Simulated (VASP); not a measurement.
# Al2GaN3 (Cm) in VASP: notebook

The runs below take Al2GaN3 through single point, with PBEsol.

Everything below comes from runs of VASP 6.6.1. Logs are shortened: lines on timing, memory, paths and dates and some standing lists are left out, and cuts for length are marked.

**1. The cell of the first run**

Symmetry: Cm, No. 8, monoclinic system. The conventional cell has a = 11.486 Å, b = 3.136 Å, c = 7.422 Å, α = 90.00°, β = 104.79°, γ = 90.00°. Within 2.5 Å of Al (site symmetry m) lie 4 N at 1.89 to 1.91 Å. Al (site symmetry m) has 4 N at 1.89 to 1.90 Å within 2.5 Å. Al (site symmetry m) has 4 N at 1.90 to 1.91 Å within 2.5 Å. Al (site symmetry m) has 4 N at 1.90 Å within 2.5 Å. Within 2.6 Å of Ga (site symmetry m) lie 4 N at 1.93 to 1.96 Å. Within 2.6 Å of Ga (site symmetry m) lie 4 N at 1.93 to 1.96 Å. N (site symmetry m) has 3 Al at 1.90 Å and 1 Ga at 1.96 Å within 2.5 Å. Within 2.5 Å of N (site symmetry m) lie 3 Al at 1.90 Å and 1 Ga at 1.96 Å.

**2. Single point, PBEsol**

INCAR reads:

```
PREC = Accurate
ENCUT = 520
EDIFF = 1E-7
ISMEAR = 0
SIGMA = 0.02
LREAL = False
LASPH = True
NELM = 100
ALGO = Normal
ISIF = 2
LWAVE = False
LCHARG = False
GGA = PS
NBANDS = 46
```

KPOINTS reads:

```
regular mesh
0
Gamma
  8 8 4
```

POSCAR reads:

```
Al2GaN3
1.0
    5.7432091029     -1.5678776034      0.0009115873
    5.7432091029      1.5678776034      0.0009115873
   -1.8962130072      0.0000000000      7.1753491449
Al Ga N
4 2 6
Direct
    0.9442094829      0.9442094829      0.3892317942
    0.8889313905      0.8889313905      0.7767015036
    0.2231418110      0.2231418110      0.4445132117
    0.5540491763      0.5540491763      0.1130296846
    0.2770821302      0.2770821302      0.0576223522
    0.6096504598      0.6096504598      0.7217877031
    0.1476133206      0.1476133206      0.1850004133
    0.4816489578      0.4816489578      0.8524466906
    0.8183309532      0.8183309532      0.5150587638
    0.7644028747      0.7644028747      0.9017209733
    0.0952971031      0.0952971031      0.5647077552
    0.4310073400      0.4310073400      0.2429801442
```

Potentials or basis: VASP PAW PBE potentials, release 64 (Al, Ga_d, N).

Run with:

```
> cat potpaw_PBE.64/Al/POTCAR potpaw_PBE.64/Ga_d/POTCAR potpaw_PBE.64/N/POTCAR > POTCAR
> mpirun -np 1 vasp_std > vasp.out
```

OUTCAR:

```text
PREC = Accurate
   ENCUT = 520
   EDIFF = 1E-7
   ISMEAR = 0
   LREAL = False
   LASPH = True
   NELM = 100
   ISIF = 2
   GGA = PS

 ion  position               nearest neighbor table
   1  0.944  0.944  0.389-  11 1.89  12 1.89  12 1.89   9 1.91   4 3.09   4 3.09   2 3.10   3 3.10
                             3 3.10   3 3.12   6 3.13   6 3.13   5 3.13   5 3.13
   2  0.889  0.889  0.777-  10 1.89   8 1.90   8 1.90   9 1.90   6 3.10   6 3.10   1 3.10   3 3.12
                             3 3.12   6 3.13   5 3.13   5 3.13   4 3.14   4 3.14
   3  0.223  0.223  0.445-   7 1.90  11 1.90   9 1.91   9 1.91   5 3.09   1 3.10   1 3.10   1 3.12
                             6 3.12   6 3.12   2 3.12   2 3.12   4 3.14   4 3.14
   4  0.554  0.554  0.113-   7 1.90   7 1.90   8 1.90  12 1.90   1 3.09   1 3.09   5 3.10   5 3.12
                             5 3.12   6 3.13   3 3.14   3 3.14   2 3.14   2 3.14
   5  0.277  0.277  0.058-  10 1.93  10 1.93  12 1.94   7 1.96   3 3.09   4 3.10   4 3.12   4 3.12
                             1 3.13   1 3.13   2 3.13   2 3.13
   6  0.610  0.610  0.722-  10 1.93  11 1.94  11 1.94   8 1.96   2 3.10   2 3.10   3 3.12   3 3.12
                             1 3.13   1 3.13   4 3.13   2 3.13
   7  0.148  0.148  0.185-   4 1.90   4 1.90   3 1.90   5 1.96
   8  0.482  0.482  0.852-   2 1.90   2 1.90   4 1.90   6 1.96
   9  0.818  0.818  0.515-   2 1.90   3 1.91   3 1.91   1 1.91
  10  0.764  0.764  0.902-   2 1.89   6 1.93   5 1.93   5 1.93
  11  0.095  0.095  0.565-   1 1.89   3 1.90   6 1.94   6 1.94
  12  0.431  0.431  0.243-   1 1.89   1 1.89   4 1.90   5 1.94

  LATTYP: Found a base centered monoclinic cell.
 ALAT       =    11.4864183505
 B/A-ratio  =     0.2729967786
 C/A-ratio  =     0.6461261228
 COS(beta)  =    -0.2553431796

  Lattice vectors:

 A1 = (   5.7432091029,  -1.5678776034,   0.0009115873)
 A2 = (   5.7432091029,   1.5678776034,   0.0009115873)
 A3 = (  -1.8962130072,   0.0000000000,   7.1753491449)

Analysis of symmetry for initial positions (statically):
=====================================================================
 Subroutine PRICEL returns:
 Original cell was already a primitive cell.

 Routine SETGRP: Setting up the symmetry group for a
 base centered monoclinic supercell.

 Subroutine GETGRP returns: Found  2 space group operations
 (whereof  2 operations were pure point group operations)
 out of a pool of  4 trial point group operations.

The static configuration has the point symmetry C_1h.

Analysis of symmetry for dynamics (positions and initial velocities):
[... 146 lines left out ...]
   ISMEAR =     0;   SIGMA  =   0.02  broadening in eV -4-tet -1-fermi 0-gaus
   EFERMI_NEDOS =   21; number of points for ismear=-14 and -15
   IALGO  =     38    algorithm
   IMIX   =      4    mixing-type and parameters
     AMIX     =   0.40;   BMIX     =  1.00
     AMIX_MAG =   1.60;   BMIX_MAG =  1.00
  volume/ion in A,a.u.               =      10.77        72.67
  Fermi-wavevector in a.u.,A,eV,Ry     =   1.321676  2.497606 23.767043  1.746828
  Thomas-Fermi vector in A             =   2.451413
   LORBIT       =      0    0 simple, 1 ext, 2 COOP (PROOUT), +10 PAW based schemes
   GGA     = PS    functional components
   LHFCALC =     F    Hartree Fock is set to
   AEXX    =    0.0000 exact exchange contribution
   IVDW    =     0    specifies the selected vdW correction
   LEPSILON=     F    determine dielectric tensor
   LRPA    =     F    only Hartree local field effects (RPA)
 non-spin polarized calculation
 Gauss-broadening in eV      SIGMA  =   0.02
  energy-cutoff  :      520.00
  volume of cell :      129.23
 maximum number of plane-waves:      3504
 NGX is ok and might be reduce to    48
   NGX = 23   NGY = 23   NGZ = 27

 number of electron      67.9999995 magnetization

 Free energy of the ion-electron system (eV)
  ---------------------------------------------------
  ext. energy  EPLUGINS =         0.00000000
  ---------------------------------------------------
  free energy    TOTEN  =       -88.82256628 eV

  energy without entropy =      -88.82256628  energy(sigma->0) =      -88.82256628

 E-fermi :   5.8440     XC(G=0): -11.3914

 val. band max:        5.7355190681   @ k =   0.0000   0.0000   0.0000
 cond. band min:       9.0095118308   @ k =   0.0000   0.0000   0.0000
 fundamental gap:      3.2739927626
 Fermi energy:         5.8439917162

 k-point     1 :       0.0000    0.0000    0.0000
  band No.  band energies     occupation
      1      -9.7104      2.00000
      2      -8.7528      2.00000
      3      -8.4322      2.00000
      4      -8.2233      2.00000
      5      -8.0597      2.00000
      6      -7.6328      2.00000
[... 1165 lines left out ...]
     45      14.9759      0.00000
     46      15.3222      0.00000

 [... further k-points ...]

------------------------ aborting loop because EDIFF is reached ----------------------------------------

  FORCE on cell =-STRESS in cart. coord.  units (eV):
  Direction    XX          YY          ZZ          XY          YZ          ZX
  --------------------------------------------------------------------------------------
  -------------------------------------------------------------------------------------
  Total       -0.0481426     -0.0688985     -0.0739287      0.0000000      0.0000000     -0.0103089
  in kB       -0.5968737     -0.8542050     -0.9165694      0.0000000      0.0000000     -0.1278102
  external PRESSURE =      -0.7892160 kB  Pullay stress =       0.0000000 kB

 VOLUME and BASIS-vectors are now :
 -----------------------------------------------------------------------------
  energy-cutoff  :      520.00
  volume of cell :      129.23
      direct lattice vectors                 reciprocal lattice vectors
     5.743209103 -1.567877603  0.000911587     0.087055689 -0.318902444  0.023006007
     5.743209103  1.567877603  0.000911587     0.087055689  0.318902444  0.023006007
    -1.896213007  0.000000000  7.175349145    -0.000022120  0.000000000  0.139360195

 POSITION                                       TOTAL-FORCE (eV/Angst)
 -----------------------------------------------------------------------------------
     10.10752      0.00000      2.79460         0.001292      0.000000     -0.000662
      8.73785      0.00000      5.57473         0.000416      0.000000     -0.000376
      1.72021      0.00000      3.18994        -0.001847      0.000000     -0.000472
      6.14971      0.00000      0.81204         0.000850      0.000000     -0.000825
      3.07342      0.00000      0.41397         0.003280      0.000000     -0.008382
      5.63404      0.00000      5.18019         0.005854      0.000000     -0.001936
      1.34475      0.00000      1.32771         0.006262      0.000000     -0.002305
      3.91600      0.00000      6.11748         0.006113      0.000000     -0.002838
      8.42303      0.00000      3.69722         0.001545      0.000000     -0.000366
      7.07040      0.00000      6.47156        -0.012694      0.000000      0.008077
      0.02382      0.00000      4.05215        -0.002587      0.000000      0.015348
      4.48999      0.00000      1.74425        -0.008484      0.000000     -0.005262
 -----------------------------------------------------------------------------------
    total drift:                               -0.000217     -0.000000      0.000395

  FREE ENERGIE OF THE ION-ELECTRON SYSTEM (eV)
  ---------------------------------------------------
  free  energy   TOTEN  =       -88.8225662785 eV

  energy  without entropy=      -88.8225662785  energy(sigma->0) =      -88.82256628
```

Wall time 20 min (1 thread of Intel Xeon 6975P-C, shared host); peak memory 0.59 GiB.

What came out:

| Quantity | Value |
| --- | --- |
| Free energy | -88.8226 eV |
| Pressure | -0.1 GPa |
| Largest force | 0.016 eV/Å |
| Band gap on the k mesh | 3.27 eV, direct |

Forces in eV/Å, atoms in the order of the input:
```
Al   0.001  0.000 -0.001
Al   0.000  0.000  0.000
Al  -0.002  0.000  0.000
Al   0.001  0.000 -0.001
Ga   0.003  0.000 -0.008
Ga   0.006  0.000 -0.002
N    0.006  0.000 -0.002
N    0.006  0.000 -0.003
N    0.002  0.000  0.000
N   -0.013  0.000  0.008
N   -0.003  0.000  0.015
N   -0.008  0.000 -0.005
```

Caveat: the PAW data sets were made with another functional, which shifts forces and pressure a little.

**3. Single point, PBEsol**

INCAR is that of step 2.

KPOINTS is that of step 2.

POSCAR reads:

```
Al2GaN3
1.0
    5.7432091008     -1.5678776032      0.0009115881
    5.7432091008      1.5678776032      0.0009115881
   -1.8962130056      0.0000000000      7.1753491470
Al Ga N
4 2 6
Direct
    0.9442094831      0.9442094831      0.3892317945
    0.8889313903      0.8889313903      0.7767015035
    0.2231418107      0.2231418107      0.4445132115
    0.5540491768      0.5540491768      0.1130296849
    0.2770821304      0.2770821304      0.0576223523
    0.6096504595      0.6096504595      0.7217877027
    0.1476133206      0.1476133206      0.1850004133
    0.4816489576      0.4816489576      0.8524466909
    0.8183309531      0.8183309531      0.5150587640
    0.7644028745      0.7644028745      0.9017209728
    0.0952971030      0.0952971030      0.5647077553
    0.4310073403      0.4310073403      0.2429801444
```

Potentials or basis: VASP PAW PBE potentials, release 64 (Al, Ga_d, N).

Run with:

```
> cat potpaw_PBE.64/Al/POTCAR potpaw_PBE.64/Ga_d/POTCAR potpaw_PBE.64/N/POTCAR > POTCAR
> mpirun -np 1 vasp_std > vasp.out
```

It took 17 min on 1 thread of AMD EPYC 7R13 (Zen 3), shared host; peak memory 0.55 GiB.

Results (log left out):

```yaml
Free_energy: -88.8226 eV
Pressure: -0.1 GPa
Largest_force: 0.016 eV/Å
Band_gap_on_the_k_mesh: 3.27 eV, direct
```

Forces in eV/Å, atoms in the order of the input:
```
Al   0.001  0.000 -0.001
Al   0.000  0.000  0.000
Al  -0.002  0.000  0.000
Al   0.001  0.000 -0.001
Ga   0.003  0.000 -0.008
Ga   0.006  0.000 -0.002
N    0.006  0.000 -0.002
N    0.006  0.000 -0.003
N    0.002  0.000  0.000
N   -0.013  0.000  0.008
N   -0.003  0.000  0.015
N   -0.008  0.000 -0.005
```

Levels at points of the mesh, in eV from the valence-band top:
| k point | band 32 | band 33 | band 34 | band 35 | band 36 | band 37 |
| --- | --- | --- | --- | --- | --- | --- |
| (0.00, 0.00, 0.00) | -0.06 | -0.01 | 0.00 | 3.27 | 5.08 | 5.33 |
| (0.50, 0.00, 0.00) | -1.43 | -1.31 | -1.27 | 4.71 | 5.08 | 5.48 |
| (0.50, 0.50, 0.00) | -0.67 | -0.54 | -0.37 | 5.24 | 5.34 | 5.58 |
| (0.00, 0.00, 0.50) | -0.43 | -0.31 | -0.11 | 4.62 | 4.72 | 5.09 |
| (0.50, 0.00, 0.50) | -1.05 | -0.92 | -0.76 | 5.27 | 5.40 | 5.57 |
| (0.50, 0.50, 0.50) | -0.63 | -0.27 | -0.20 | 5.09 | 5.15 | 5.60 |

Caveat: the PAW data sets were made with another functional, which shifts forces and pressure a little.
